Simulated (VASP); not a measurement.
# Mo (P6_3/mmc) in VASP: further runs

The runs below take Mo through relaxation of cell and atoms, single point, with PBE.

Everything below comes from runs of VASP 6.6.1. Logs are shortened: lines on timing, memory, paths and dates and some standing lists are left out, and cuts for length are marked.

## (1) The cell of the first run

It takes space group P6_3/mmc (No. 194, hexagonal). The conventional cell has a = 2.911 Å, b = 2.911 Å, c = 4.725 Å, α = 90.00°, β = 90.00°, γ = 120.00°. Mo (site symmetry -6m2) has 12 Mo at 2.90 to 2.91 Å within 3.8 Å.

## (2) Relaxation of cell and atoms, PBE

File INCAR:

```
  ALGO = Normal
  EDIFF = 1E-7
  EDIFFG = -0.04
  ENCUT = 600
  GGA = PE
  IBRION = 2
  ISIF = 3
  ISMEAR = 0
  LASPH = T
  LCHARG = F
  LREAL = F
  LWAVE = F
  NELM = 100
  NSW = 90
  PREC = Accurate
  SIGMA = 0.1
```

File KPOINTS:

```
k-points
0
Gamma
  6 6 4
```

File POSCAR:

```
Mo
1.0
    2.9109844791      0.0000000000      0.0000000000
   -1.4554922396      2.5209865089      0.0000000000
    0.0000000000      0.0000000000      4.7246819739
Mo
2
Direct
    0.3333333333      0.6666666667      0.2500000000
    0.6666666667      0.3333333333      0.7500000000
```

Potentials or basis: VASP PAW PBE potentials, release 64 (Mo_sv).

Run with:

```sh
$ cat potpaw_PBE.64/Mo_sv/POTCAR > POTCAR
$ mpirun -np 1 vasp_std > vasp.out
```

OUTCAR:

```text
EDIFF = 1E-7
   EDIFFG = -0.04
   ENCUT = 600
   GGA = PE
   IBRION = 2
   ISIF = 3
   ISMEAR = 0
   LASPH = T
   LREAL = F
   NELM = 100
   NSW = 90
   PREC = Accurate

 ion  position               nearest neighbor table
   1  0.333  0.667  0.250-   2 2.90   2 2.90   2 2.90   2 2.90   2 2.90   2 2.90
   2  0.667  0.333  0.750-   1 2.90   1 2.90   1 2.90   1 2.90   1 2.90   1 2.90

  LATTYP: Found a hexagonal cell.
 ALAT       =     2.9109844791
 C/A-ratio  =     1.6230529595

  Lattice vectors:

 A1 = (   2.9109844791,   0.0000000000,   0.0000000000)
 A2 = (  -1.4554922396,   2.5209865089,   0.0000000000)
 A3 = (   0.0000000000,   0.0000000000,   4.7246819739)

Analysis of symmetry for initial positions (statically):
=====================================================================
 Subroutine PRICEL returns:
 Original cell was already a primitive cell.

 Routine SETGRP: Setting up the symmetry group for a
 hexagonal supercell.

 Subroutine GETGRP returns: Found 24 space group operations
 (whereof 12 operations were pure point group operations)
 out of a pool of 24 trial point group operations.

The static configuration has the point symmetry D_3d.
 The point group associated with its full space group is D_6h.

Analysis of symmetry for dynamics (positions and initial velocities):
=====================================================================
 Subroutine PRICEL returns:
 Original cell was already a primitive cell.

 Routine SETGRP: Setting up the symmetry group for a
 hexagonal supercell.

 Subroutine GETGRP returns: Found 24 space group operations
 (whereof 12 operations were pure point group operations)
 out of a pool of 24 trial point group operations.

The dynamic configuration has the point symmetry D_3d.
 The point group associated with its full space group is D_6h.

 Subroutine INISYM returns: Found 24 space group operations
 (whereof 12 operations are pure point group operations),
 and found     1 'primitive' translations

----------------------------------------------------------------------------------------

                                     Primitive cell

  volume of cell :      34.6723

  direct lattice vectors                    reciprocal lattice vectors
     2.910984479  0.000000000  0.000000000     0.343526394  0.198335056  0.000000000
    -1.455492240  2.520986509  0.000000000     0.000000000  0.396670112  0.000000000
     0.000000000  0.000000000  4.724681974     0.000000000  0.000000000  0.211654457

  length of vectors
     2.910984479  2.910984479  4.724681974     0.396670112  0.396670112  0.211654457

  position of ions in fractional coordinates (direct lattice)
     0.333333333  0.666666667  0.250000000
     0.666666667  0.333333333  0.750000000

  ion indices of the primitive-cell ions
   primitive index   ion index
                 1           1
                 2           2

----------------------------------------------------------------------------------------

 KPOINTS: k-points

Automatic generation of k-mesh.
 Grid dimensions read from file:
 generate k-points for:    6    6    4

 Generating k-lattice:

  Cartesian coordinates                     Fractional coordinates (reciprocal lattice)
     0.057254399  0.033055843  0.000000000     0.166666667  0.000000000  0.000000000
     0.000000000  0.066111685  0.000000000     0.000000000  0.166666667  0.000000000
     0.000000000  0.000000000  0.052913614     0.000000000  0.000000000  0.250000000

  Length of vectors
     0.066111685  0.066111685  0.052913614

  Shift w.r.t. Gamma in fractional coordinates (k-lattice)
     0.000000000  0.000000000  0.000000000

 Subroutine IBZKPT returns following result:
 ===========================================

 Found     21 irreducible k-points:

 Following reciprocal coordinates:
            Coordinates               Weight
  0.000000  0.000000  0.000000      1.000000
  0.166667 -0.000000  0.000000      6.000000
  0.333333 -0.000000  0.000000      6.000000
  0.500000 -0.000000  0.000000      3.000000
  0.166667  0.166667  0.000000      6.000000
  0.333333  0.166667  0.000000     12.000000
[... 13 lines left out ...]
  0.333333  0.166667  0.500000     12.000000
  0.333333  0.333333  0.500000      2.000000
   k-points           NKPTS =     21   k-points in BZ     NKDIM =     21   number of bands    NBANDS=     18
   number of dos      NEDOS =    301   number of ions     NIONS =      2
   total plane-waves  NPLWV =  23040
   dimension x,y,z NGX =    24 NGY =   24 NGZ =   40
   dimension x,y,z NGXF=    48 NGYF=   48 NGZF=   80
   ions per type =               2
   NGX,Y,Z   is equivalent  to a cutoff of  13.71, 13.71, 14.07 a.u.
   NGXF,Y,Z  is equivalent  to a cutoff of  27.41, 27.41, 28.15 a.u.
 SYSTEM =  unknown system
   PREC   = accura    normal or accurate (medium, high low for compatibility)
   ISTART =      0    job   : 0-new  1-cont  2-samecut
   ICHARG =      2    charge: 1-file 2-atom 10-const
   ISPIN  =      1    spin polarized calculation?
   LNONCOLLINEAR =      F non collinear calculations
   LSORBIT =      F    spin-orbit coupling
   LASPH  =      T    aspherical Exc in radial PAW
   ENCUT  =  600.0 eV  44.10 Ry    6.64 a.u.   5.81  5.81  9.44*2*pi/ulx,y,z
   NELM   =    100;   NELMIN=  2; NELMDL= -5     # of ELM steps
   EDIFF  = 0.1E-06   stopping-criterion for ELM
   LREAL  =      F    real-space projection
   EDIFFG = -.4E-01   stopping-criterion for IOM
   NSW    =     90    number of steps for IOM
   IBRION =      2    ionic relax: 0-MD 1-quasi-New 2-CG
   NFREE  =      1    steps in history (QN), initial steepest desc. (CG)
   ISIF   =      3    stress and relaxation
   ISYM   =      2    0-nonsym 1-usesym 2-fastsym
   POTIM  = 0.5000    time-step for ionic-motion
   TEBEG  =    0.0;   TEEND  =   0.0 temperature during run
   PSTRESS=    0.0 pullay stress
   NELECT =      28.0000    total number of electrons
   NUPDOWN=      -1.0000    fix difference up-down
   EMIN   =  10.00;   EMAX   =-10.00  energy-range for DOS
   EFERMI =   0.00;   METHOD = LEGACY
   ISMEAR =     0;   SIGMA  =   0.10  broadening in eV -4-tet -1-fermi 0-gaus
   EFERMI_NEDOS =   21; number of points for ismear=-14 and -15
   IALGO  =     38    algorithm
   IMIX   =      4    mixing-type and parameters
     AMIX     =   0.40;   BMIX     =  1.00
     AMIX_MAG =   1.60;   BMIX_MAG =  1.00
  volume/ion in A,a.u.               =      17.34       116.99
  Fermi-wavevector in a.u.,A,eV,Ry     =   1.524520  2.880925 31.622141  2.324162
  Thomas-Fermi vector in A             =   2.632816
   LORBIT       =      0    0 simple, 1 ext, 2 COOP (PROOUT), +10 PAW based schemes
   GGA     = PE    functional components
   LHFCALC =     F    Hartree Fock is set to
   AEXX    =    0.0000 exact exchange contribution
   IVDW    =     0    specifies the selected vdW correction
   LEPSILON=     F    determine dielectric tensor
   LRPA    =     F    only Hartree local field effects (RPA)
 conjugate gradient relaxation of ions
 non-spin polarized calculation
 Gauss-broadening in eV      SIGMA  =   0.10
  energy-cutoff  :      600.00
  volume of cell :       34.67
 maximum number of plane-waves:      1182
 NGX is ok and might be reduce to    24
   NGX = 11   NGY = 11   NGZ = 19

--------------------------------------- Ionic step        1  -------------------------------------------

 number of electron      28.0000000 magnetization

 Free energy of the ion-electron system (eV)
  ---------------------------------------------------
  ext. energy  EPLUGINS =         0.00000000
  ---------------------------------------------------
  free energy    TOTEN  =       -20.77445670 eV

  energy without entropy =      -20.75310180  energy(sigma->0) =      -20.76377925

------------------------ aborting loop because EDIFF is reached ----------------------------------------

  FORCE on cell =-STRESS in cart. coord.  units (eV):
  Direction    XX          YY          ZZ          XY          YZ          ZX
  --------------------------------------------------------------------------------------
  -------------------------------------------------------------------------------------
  Total       -3.4302687     -3.4302687     -3.5057189      0.0000000      0.0000000     -0.0000000
  in kB     -158.5096595   -158.5096595   -161.9961458      0.0000000      0.0000000     -0.0000000
  external PRESSURE =    -159.6718216 kB  Pullay stress =       0.0000000 kB

 VOLUME and BASIS-vectors are now :
 -----------------------------------------------------------------------------
  energy-cutoff  :      600.00
  volume of cell :       34.67
      direct lattice vectors                 reciprocal lattice vectors
     2.910984479  0.000000000  0.000000000     0.343526394  0.198335056  0.000000000
    -1.455492240  2.520986509  0.000000000     0.000000000  0.396670112  0.000000000
     0.000000000  0.000000000  4.724681974     0.000000000  0.000000000  0.211654457
[... 73 lines left out ...]
 POSITION                                       TOTAL-FORCE (eV/Angst)
 -----------------------------------------------------------------------------------
     -0.00000      1.63958      1.15167         0.000000     -0.000000      0.000000
      1.41992      0.81979      3.45501        -0.000000      0.000000      0.000000
 -----------------------------------------------------------------------------------
    total drift:                               -0.000000      0.000000     -0.000000

  FREE ENERGIE OF THE ION-ELECTRON SYSTEM (eV)
  ---------------------------------------------------
  free  energy   TOTEN  =       -20.9163541114 eV

  energy  without entropy=      -20.8959692802  energy(sigma->0) =      -20.90616170

[... ionic steps 4 to 10 ...]

--------------------------------------- Ionic step       11  -------------------------------------------

 number of electron      27.9999998 magnetization

------------------------ aborting loop because EDIFF is reached ----------------------------------------

  FORCE on cell =-STRESS in cart. coord.  units (eV):
  Direction    XX          YY          ZZ          XY          YZ          ZX
  --------------------------------------------------------------------------------------
  -------------------------------------------------------------------------------------
  Total       -0.4911509     -0.4911509     -0.2381506      0.0000000     -0.0000000     -0.0000000
  in kB      -24.3704969    -24.3704969    -11.8168325      0.0000000     -0.0000000     -0.0000000
  external PRESSURE =     -20.1859421 kB  Pullay stress =       0.0000000 kB

 VOLUME and BASIS-vectors are now :
 -----------------------------------------------------------------------------
  energy-cutoff  :      600.00
  volume of cell :       32.29
      direct lattice vectors                 reciprocal lattice vectors
     2.896067593  0.000000000 -0.000000000     0.345295808  0.199356628  0.000000000
    -1.448033797  2.508068107  0.000000000    -0.000000000  0.398713256  0.000000000
     0.000000000 -0.000000000  4.445422941     0.000000000  0.000000000  0.224950475
[... 37 lines left out ...]
 POSITION                                       TOTAL-FORCE (eV/Angst)
 -----------------------------------------------------------------------------------
     -0.00000      1.66292      1.11249        -0.000000     -0.000000      0.000000
      1.44013      0.83146      3.33746         0.000000      0.000000     -0.000000
 -----------------------------------------------------------------------------------
    total drift:                               -0.000000      0.000000     -0.000000

  FREE ENERGIE OF THE ION-ELECTRON SYSTEM (eV)
  ---------------------------------------------------
  free  energy   TOTEN  =       -20.9280686443 eV

  energy  without entropy=      -20.9179039086  energy(sigma->0) =      -20.92298628

--------------------------------------- Ionic step       13  -------------------------------------------

 number of electron      27.9999999 magnetization

 Free energy of the ion-electron system (eV)
  ---------------------------------------------------
  ext. energy  EPLUGINS =         0.00000000
  ---------------------------------------------------
  free energy    TOTEN  =       -20.92821425 eV

  energy without entropy =      -20.91805825  energy(sigma->0) =      -20.92313625

 E-fermi :  11.8273     XC(G=0): -13.2306

 val. band max:       11.7774776743   @ k =   0.1667  -0.0000   0.0000
 cond. band min:      11.8936547757   @ k =   0.0000   0.0000   0.0000
 fundamental gap:      0.1161771014
 Fermi energy:        11.8273427445

 k-point     1 :       0.0000    0.0000    0.0000
  band No.  band energies     occupation
      1     -48.8559      2.00000
      2     -48.5809      2.00000
      3     -23.5273      2.00000
      4     -22.4807      2.00000
      5     -22.4807      2.00000
      6     -22.2570      2.00000
[... 10 lines left out ...]
     17      12.3663      0.00000
     18      13.9614      0.00000
[... 440 lines left out ...]
 POSITION                                       TOTAL-FORCE (eV/Angst)
 -----------------------------------------------------------------------------------
     -0.00000      1.66183      1.11503         0.000000     -0.000000      0.000000
      1.43918      0.83091      3.34509        -0.000000      0.000000     -0.000000
 -----------------------------------------------------------------------------------
    total drift:                               -0.000000      0.000000     -0.000000

  FREE ENERGIE OF THE ION-ELECTRON SYSTEM (eV)
  ---------------------------------------------------
  free  energy   TOTEN  =       -20.9282142498 eV

  energy  without entropy=      -20.9180582483  energy(sigma->0) =      -20.92313625

 reached required accuracy - stopping structural energy minimisation
```

It took 2 min on 1 thread of Intel Xeon 6975P-C, shared host; peak memory 0.17 GiB.

What came out:

```
Free energy                            : -20.9282 eV
Relaxed volume                         : 16.00 Å³/atom
Relaxed cell                           : a = 2.878 Å, b = 2.878 Å, c = 4.460 Å, α = 90.00°, β = 90.00°, γ = 120.00°
Space group after relaxing (to 0.05 Å) : P6_3/mmc (No. 194)
Energy gained by relaxing              : 76.9 meV/atom
Ionic steps                            : 13
Pressure after relaxing                : 0.0 GPa
Band gap on the k mesh                 : zero (band 14 reaches 12.71 eV, above the bottom of band 15 at 10.88 eV)
```

Stress tensor (GPa, compression positive):
```
-0.05  0.00  0.00
 0.00 -0.05  0.00
 0.00  0.00  0.06
```

Step by step:
| step | energy change (eV) | largest force (eV/Å) | pressure (GPa) | volume (Å³) |
| --- | --- | --- | --- | --- |
| 1 | 0.0000 | 0.0000 | -15.97 | 34.67 |
| 2 | 0.7298 | 0.0000 | 61.41 | 26.71 |
| 3 | -0.1419 | 0.0000 | -1.23 | 32.17 |
| 4 | -0.1425 | 0.0000 | -0.23 | 32.04 |
| 5 | -0.1426 | 0.0000 | 0.14 | 31.98 |
| 6 | -0.1464 | 0.0000 | 0.26 | 31.96 |
| 7 | -0.1518 | 0.0000 | 0.72 | 31.90 |
| 8 | -0.1478 | 0.0000 | 2.02 | 31.77 |
| 9 | -0.1531 | 0.0000 | 0.97 | 31.87 |
| 10 | -0.1532 | 0.0000 | 1.16 | 31.84 |
| 11 | -0.1510 | 0.0000 | -2.02 | 32.29 |
| 12 | -0.1536 | 0.0000 | 0.23 | 31.97 |
| 13 | -0.1538 | 0.0000 | -0.02 | 32.00 |

Final structure:
```xyz
2
Lattice="2.8784 0.0000 0.0000 -1.4392 2.4927 0.0000 0.0000 0.0000 4.4601" Properties=species:S:1:pos:R:3 pbc="T T T"
Mo    0.0000    1.6618    1.1150
Mo    1.4392    0.8309    3.3451
```

Levels at points of the mesh, in eV from the Fermi level:
```
           k point  band 11  band 12  band 13  band 14  band 15  band 16  band 17  band 18
(0.00, 0.00, 0.00)    -0.76    -0.76    -0.21     0.07     0.07     0.54     0.54     2.13
(0.50, 0.00, 0.00)    -3.82    -1.23    -0.58    -0.10     0.52     3.62     4.14     4.47
(0.00, 0.00, 0.50)    -0.95    -0.95    -0.95    -0.95    -0.95    -0.95     2.84     2.84
(0.50, 0.00, 0.50)    -2.70    -2.70     0.89     0.89     1.84     1.84     3.93     3.93
```

Caveat: the k points lie up to 0.42 Å⁻¹ apart in the final cell.

(Continued in part 2 of 3.)
